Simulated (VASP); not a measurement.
# BN (R3m) in VASP: further runs

The runs below take BN through single point, with r2SCAN, r2SCANh.

All numbers are computed with VASP 6.6.1; they aren't measurements. Logs are shortened: lines on timing, memory, paths and dates and some standing lists are left out, and cuts for length are marked.

## Step 1: The cell of the first run

The structure is trigonal, space group R3m (No. 160). Conventional cell: a = 2.502 Å, b = 2.502 Å, c = 10.119 Å, α = 90.00°, β = 90.00°, γ = 120.00°. B (site symmetry 3m) has 3 N at 1.44 Å within 1.9 Å. Within 1.9 Å of N (site symmetry 3m) lie 3 B at 1.44 Å.

## Step 2: Single point, r2SCAN

POSCAR

```
BN
1.0
    1.2511217800      0.7223355000      3.3729344000
   -1.2511217800      0.7223355000      3.3729344000
    0.0000000000     -1.4446710000      3.3729344000
B N
1 1
Direct
    0.9996712000      0.9996712000      0.9996712000
    0.3327618000      0.3327618000      0.3327618000
```

INCAR.step1

```
SYSTEM = BN
ALGO = Normal
EDIFF = 1E-5
ENCUT = 660
GGA = PE
GGA_COMPAT = .False.
ISMEAR = 0
LASPH = .True.
LCHARG = .False.
LREAL = .False.
LWAVE = .True.
NBANDS = 11
NELM = 120
PREC = Accurate
SIGMA = 0.01
```

INCAR.step2

```
SYSTEM = BN
ALGO = Normal
EDIFF = 1E-6
ENCUT = 660
GGA_COMPAT = .False.
ISIF = 2
ISMEAR = 0
ISTART = 1
LASPH = .True.
LCHARG = .True.
LELF = .True.
LMIXTAU = .True.
LREAL = .False.
LVHAR = .True.
LWAVE = .False.
METAGGA = R2SCAN
NBANDS = 11
NELM = 120
PREC = Accurate
SIGMA = 0.01
```

KPOINTS

```
k-points
0
Gamma
  6 6 6
  0 0 0
```

Potentials or basis: VASP PAW PBE potentials, release 64 (B, N).

Started as:

```console
cat potpaw_PBE.64/B/POTCAR potpaw_PBE.64/N/POTCAR > POTCAR
cp INCAR.step1 INCAR
mpirun -np 1 vasp_std > vasp.out
cp INCAR.step2 INCAR
mpirun -np 1 vasp_std > vasp.out
```

OUTCAR:

```text
SYSTEM = BN
   EDIFF = 1E-6
   ENCUT = 660
   ISIF = 2
   ISMEAR = 0
   ISTART = 1
   LASPH = .True.
   LREAL = .False.
   METAGGA = R2SCAN
   NELM = 120
   PREC = Accurate

 ion  position               nearest neighbor table
   1  1.000  1.000  1.000-   2 1.44   2 1.44   2 1.44
   2  0.333  0.333  0.333-   1 1.44   1 1.44   1 1.44

  LATTYP: Found a trigonal (rhomboedric) cell.
 ALAT       =     3.6692997629
 COS(alpha) =     0.7674786788

  Lattice vectors:

 A1 = (   1.2511217800,   0.7223355000,   3.3729344000)
 A2 = (  -1.2511217800,   0.7223355000,   3.3729344000)
 A3 = (   0.0000000000,  -1.4446710000,   3.3729344000)

Analysis of symmetry for initial positions (statically):
=====================================================================
 Subroutine PRICEL returns:
 Original cell was already a primitive cell.

 Routine SETGRP: Setting up the symmetry group for a
 trigonal (rhombohedral) supercell.

 Subroutine GETGRP returns: Found  6 space group operations
 (whereof  6 operations were pure point group operations)
 out of a pool of 12 trial point group operations.

The static configuration has the point symmetry C_3v.

Analysis of symmetry for dynamics (positions and initial velocities):
=====================================================================
 Subroutine PRICEL returns:
 Original cell was already a primitive cell.

 Routine SETGRP: Setting up the symmetry group for a
 trigonal (rhombohedral) supercell.

 Subroutine GETGRP returns: Found  6 space group operations
 (whereof  6 operations were pure point group operations)
 out of a pool of 12 trial point group operations.

The dynamic configuration has the point symmetry C_3v.

 Subroutine INISYM returns: Found  6 space group operations
 (whereof  6 operations are pure point group operations),
 and found     1 'primitive' translations

----------------------------------------------------------------------------------------

                                     Primitive cell

  volume of cell :      18.2893

  direct lattice vectors                    reciprocal lattice vectors
     1.251121780  0.722335500  3.372934400     0.399641352  0.230733041  0.098825916
    -1.251121780  0.722335500  3.372934400    -0.399641352  0.230733041  0.098825916
     0.000000000 -1.444671000  3.372934400     0.000000000 -0.461466082  0.098825916

  length of vectors
     3.669299763  3.669299763  3.669299765     0.471929559  0.471929559  0.471929557

  position of ions in fractional coordinates (direct lattice)
     0.999671200  0.999671200  0.999671200
     0.332761800  0.332761800  0.332761800

  ion indices of the primitive-cell ions
   primitive index   ion index
                 1           1
                 2           2

----------------------------------------------------------------------------------------

 KPOINTS: k-points

Automatic generation of k-mesh.
 Grid dimensions read from file:
 generate k-points for:    6    6    6

 Generating k-lattice:

  Cartesian coordinates                     Fractional coordinates (reciprocal lattice)
     0.066606892  0.038455507  0.016470986     0.166666667  0.000000000  0.000000000
    -0.066606892  0.038455507  0.016470986     0.000000000  0.166666667  0.000000000
     0.000000000 -0.076911014  0.016470986     0.000000000  0.000000000  0.166666667

  Length of vectors
     0.078654926  0.078654926  0.078654926

  Shift w.r.t. Gamma in fractional coordinates (k-lattice)
     0.000000000  0.000000000  0.000000000

 Subroutine IBZKPT returns following result:
 ===========================================

 Found     32 irreducible k-points:

 Following reciprocal coordinates:
            Coordinates               Weight
  0.000000  0.000000  0.000000      1.000000
  0.166667  0.000000  0.000000      6.000000
  0.333333  0.000000  0.000000      6.000000
  0.500000  0.000000  0.000000      3.000000
  0.166667  0.166667  0.000000      6.000000
  0.333333  0.166667  0.000000     12.000000
[... 16 lines left out ...]
  0.500000  0.500000  0.166667      6.000000
 -0.333333  0.500000  0.166667     12.000000
 [... further k-points ...]
   k-points           NKPTS =     32   k-points in BZ     NKDIM =     32   number of bands    NBANDS=     11
   number of dos      NEDOS =    301   number of ions     NIONS =      2
   total plane-waves  NPLWV =  32768
   dimension x,y,z NGX =    32 NGY =   32 NGZ =   32
   dimension x,y,z NGXF=    64 NGYF=   64 NGZF=   64
   ions per type =               1   1
   NGX,Y,Z   is equivalent  to a cutoff of  14.50, 14.50, 14.50 a.u.
   NGXF,Y,Z  is equivalent  to a cutoff of  29.00, 29.00, 29.00 a.u.
 SYSTEM =  BN
   PREC   = accura    normal or accurate (medium, high low for compatibility)
   ISTART =      1    job   : 0-new  1-cont  2-samecut
   ICHARG =      0    charge: 1-file 2-atom 10-const
   ISPIN  =      1    spin polarized calculation?
   LNONCOLLINEAR =      F non collinear calculations
   LSORBIT =      F    spin-orbit coupling
   LASPH  =      T    aspherical Exc in radial PAW
   ENCUT  =  660.0 eV  48.51 Ry    6.96 a.u.   7.69  7.69  7.69*2*pi/ulx,y,z
   NELM   =    120;   NELMIN=  2; NELMDL=  0     # of ELM steps
   EDIFF  = 0.1E-05   stopping-criterion for ELM
   LREAL  =      F    real-space projection
   EDIFFG = 0.1E-04   stopping-criterion for IOM
   NSW    =      0    number of steps for IOM
   IBRION =     -1    ionic relax: 0-MD 1-quasi-New 2-CG
   NFREE  =      0    steps in history (QN), initial steepest desc. (CG)
   ISIF   =      2    stress and relaxation
   ISYM   =      2    0-nonsym 1-usesym 2-fastsym
   POTIM  = 0.5000    time-step for ionic-motion
   TEBEG  =    0.0;   TEEND  =   0.0 temperature during run
   PSTRESS=    0.0 pullay stress
   NELECT =       8.0000    total number of electrons
   NUPDOWN=      -1.0000    fix difference up-down
   EMIN   =  10.00;   EMAX   =-10.00  energy-range for DOS
   EFERMI =   0.00;   METHOD = LEGACY
   ISMEAR =     0;   SIGMA  =   0.01  broadening in eV -4-tet -1-fermi 0-gaus
   EFERMI_NEDOS =   21; number of points for ismear=-14 and -15
   IALGO  =     38    algorithm
   IMIX   =      4    mixing-type and parameters
     AMIX     =   0.40;   BMIX     =  1.00
     AMIX_MAG =   1.60;   BMIX_MAG =  1.00
  volume/ion in A,a.u.               =       9.14        61.71
  Fermi-wavevector in a.u.,A,eV,Ry     =   1.242717  2.348395 21.012099  1.544346
  Thomas-Fermi vector in A             =   2.377059
   LORBIT       =      0    0 simple, 1 ext, 2 COOP (PROOUT), +10 PAW based schemes
   METAGGA = R2SCAN    functional components
   LHFCALC =     F    Hartree Fock is set to
   AEXX    =    0.0000 exact exchange contribution
   IVDW    =     0    specifies the selected vdW correction
   LEPSILON=     F    determine dielectric tensor
   LRPA    =     F    only Hartree local field effects (RPA)
 non-spin polarized calculation
 Gauss-broadening in eV      SIGMA  =   0.01
  energy-cutoff  :      660.00
  volume of cell :       18.29
 maximum number of plane-waves:       713
   NGX = 15   NGY = 15   NGZ = 15

 number of electron       8.0000000 magnetization

 Free energy of the ion-electron system (eV)
  ---------------------------------------------------
  ext. energy  EPLUGINS =         0.00000000
  ---------------------------------------------------
  free energy    TOTEN  =       -19.29996439 eV

  energy without entropy =      -19.29996439  energy(sigma->0) =      -19.29996439

 E-fermi :   1.9683     XC(G=0): -10.6386

 val. band max:        1.8736024435   @ k =  -0.3333   0.3333   0.0000
 cond. band min:       6.7087836349   @ k =   0.5000   0.5000   0.0000
 fundamental gap:      4.8351811913
 Fermi energy:         1.9683448579

 k-point     1 :       0.0000    0.0000    0.0000
  band No.  band energies     occupation
      1     -16.8994      2.00000
      2      -2.4084      2.00000
      3       0.5639      2.00000
      4       0.5639      2.00000
      5       7.4114      0.00000
      6      14.3087      0.00000
      7      14.3087      0.00000
      8      16.3029      0.00000
      9      17.5420      0.00000
     10      29.3455      0.00000
     11      31.2530      0.00000

 k-point     2 :       0.1667    0.0000    0.0000
  band No.  band energies     occupation
      1     -16.3343      2.00000
      2      -1.8042      2.00000
      3      -1.5173      2.00000
      4      -0.3562      2.00000
      5       8.4723      0.00000
      6      14.1026      0.00000
      7      14.3991      0.00000
      8      16.6333      0.00000
      9      19.1161      0.00000
     10      26.1471      0.00000
     11      28.3907      0.00000

 k-point     3 :       0.3333    0.0000    0.0000
  band No.  band energies     occupation
      1     -14.8242      2.00000
      2      -5.2970      2.00000
      3      -1.7657      2.00000
      4      -0.1055      2.00000
      5       9.8904      0.00000
      6      11.4902      0.00000
      7      14.1177      0.00000
      8      20.2346      0.00000
      9      21.7815      0.00000
     10      23.1657      0.00000
     11      25.5036      0.00000

 k-point     4 :       0.5000    0.0000    0.0000
  band No.  band energies     occupation
      1     -13.6202      2.00000
      2      -7.4113      2.00000
      3      -2.3415      2.00000
      4       1.2824      2.00000
      5       7.8295      0.00000
      6      12.5056      0.00000
      7      15.6407      0.00000
      8      17.6590      0.00000
      9      22.9104      0.00000
     10      24.5203      0.00000
     11      25.3191      0.00000
[... 239 lines left out ...]
 k-point    22 :      -0.1667    0.3333    0.1667
  band No.  band energies     occupation
      1     -13.7139      2.00000
      2      -6.4669      2.00000
      3      -3.6042      2.00000
      4       1.1616      2.00000
      5       7.9414      0.00000
      6      13.2542      0.00000
      7      15.8109      0.00000
      8      18.0617      0.00000
      9      21.1274      0.00000
     10      25.0595      0.00000
     11      26.2581      0.00000

 k-point    23 :       0.5000    0.5000    0.1667
  band No.  band energies     occupation
      1     -14.6818      2.00000
      2      -5.2300      2.00000
      3      -1.8169      2.00000
      4      -1.3310      2.00000
      5       9.4219      0.00000
      6      12.8541      0.00000
      7      16.5678      0.00000
      8      20.5340      0.00000
      9      21.6532      0.00000
     10      23.2007      0.00000
     11      28.6228      0.00000

 k-point    24 :      -0.3333    0.5000    0.1667
  band No.  band energies     occupation
      1     -13.6223      2.00000
      2      -6.4592      2.00000
      3      -3.6331      2.00000
      4       0.3212      2.00000
      5       7.8874      0.00000
      6      14.7321      0.00000
      7      16.5772      0.00000
      8      19.1036      0.00000
      9      22.3885      0.00000
     10      23.9951      0.00000
     11      25.6852      0.00000

 [... further k-points ...]

------------------------ aborting loop because EDIFF is reached ----------------------------------------

  FORCE on cell =-STRESS in cart. coord.  units (eV):
  Direction    XX          YY          ZZ          XY          YZ          ZX
  --------------------------------------------------------------------------------------
  -------------------------------------------------------------------------------------
  Total        0.0014072      0.0014072      0.0307090      0.0000000      0.0000000      0.0000000
  in kB        0.1232704      0.1232704      2.6901588      0.0000000      0.0000000      0.0000000
  external PRESSURE =       0.9788999 kB  Pullay stress =       0.0000000 kB

 VOLUME and BASIS-vectors are now :
 -----------------------------------------------------------------------------
  energy-cutoff  :      660.00
  volume of cell :       18.29
      direct lattice vectors                 reciprocal lattice vectors
     1.251121780  0.722335500  3.372934400     0.399641352  0.230733041  0.098825916
    -1.251121780  0.722335500  3.372934400    -0.399641352  0.230733041  0.098825916
     0.000000000 -1.444671000  3.372934400     0.000000000 -0.461466082  0.098825916

 POSITION                                       TOTAL-FORCE (eV/Angst)
 -----------------------------------------------------------------------------------
      0.00000      0.00000     10.11548         0.000000     -0.000000     -0.008137
      0.00000      0.00000      3.36715         0.000000      0.000000      0.008137
 -----------------------------------------------------------------------------------
    total drift:                               -0.000000     -0.000000      0.000065

  FREE ENERGIE OF THE ION-ELECTRON SYSTEM (eV)
  ---------------------------------------------------
  free  energy   TOTEN  =       -19.2999643907 eV

  energy  without entropy=      -19.2999643907  energy(sigma->0) =      -19.29996439
```

Run time: 75 s. Hardware: 1 thread of Intel Xeon 8259CL, shared host; peak memory 0.18 GiB.

What came out:

- Free energy: -19.3000 eV
- Pressure: 0.1 GPa
- Largest force: 0.008 eV/Å
- Band gap on the k mesh: 4.84 eV (least direct gap 5.39 eV)

Forces in eV/Å, atoms in the order of the input:
```
B    0.000  0.000 -0.008
N    0.000  0.000  0.008
```

Stress tensor (GPa, compression positive):
```
0.01 0.00 0.00
0.00 0.01 0.00
0.00 0.00 0.27
```

Levels at points of the mesh, in eV from the valence-band top:
| k point | band 1 | band 2 | band 3 | band 4 | band 5 | band 6 | band 7 | band 8 |
| --- | --- | --- | --- | --- | --- | --- | --- | --- |
| (0.00, 0.00, 0.00) | -18.77 | -4.28 | -1.31 | -1.31 | 5.54 | 12.44 | 12.44 | 14.43 |
| (0.50, 0.00, 0.00) | -15.49 | -9.28 | -4.22 | -0.59 | 5.96 | 10.63 | 13.77 | 15.79 |
| (0.50, 0.50, 0.00) | -15.43 | -9.16 | -4.27 | -1.18 | 4.84 | 10.62 | 15.09 | 18.59 |
| (0.50, 0.50, 0.50) | -18.52 | -6.29 | -1.33 | -1.33 | 10.86 | 12.36 | 12.36 | 13.07 |

Caveat: the k points lie up to 0.49 Å⁻¹ apart; the PAW data sets were made with another functional, which shifts forces and pressure a little. A k mesh can miss the band edges.

[end of part 1 of 2]
